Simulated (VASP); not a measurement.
Here is a VASP 6.6.1 calculation.

Contents of INCAR:

```
PREC = Accurate
ENCUT = 520
EDIFF = 1E-7
ISMEAR = 0
SIGMA = 0.1
LREAL = False
LASPH = True
NELM = 120
ALGO = Normal
ISIF = 2
LWAVE = False
LCHARG = False
LDIPOL = True
IDIPOL = 3
DIPOL = 0.5 0.5 0.484
GGA = PS
IBRION = 2
NSW = 90
EDIFFG = -0.03
GGA_COMPAT = False
NELMIN = 4
NELMDL = -8
```

File KPOINTS:

```
Automatic mesh
0
Gamma
  10 10 1
```

Contents of POSCAR:

```
Al3Ni3F
1.0
    2.8621655562      0.0000000000      0.0000000000
    0.0000000000      2.8621655562      0.0000000000
    0.0000000000      0.0000000000     26.1554138905
Ni Al F
3 3 1
Selective dynamics
Direct
    0.5000000000      0.5000000000      0.3249805198  F F F
    0.5000000000      0.5000000000      0.4344097021  F F F
    0.5000000000      0.5000000000      0.5461081300  T T T
    0.0000000000      0.0000000000      0.3796951109  F F F
    0.0000000000      0.0000000000      0.4892465214  T T T
    0.0000000000      0.0000000000      0.5974672255  T T T
    0.5000000000      0.5000000000      0.6158190666  T T T
```

Potentials or basis: VASP PAW PBE potentials, release 64 (Ni, Al, F).

Launch:

```bash
$ cat potpaw_PBE.64/Ni/POTCAR potpaw_PBE.64/Al/POTCAR potpaw_PBE.64/F/POTCAR > POTCAR
$ mpirun -np 1 vasp_std > vasp.out
```

(1) Predict the energy gained by relaxing.

(2) Estimate the band gap on the k mesh.

Answers

(1) 362.5 meV/atom.

(2) zero (bands 23 and 24 overlap by 1.17 eV).

Caveat: the run has no spin polarisation, though such a crystal can be magnetic.
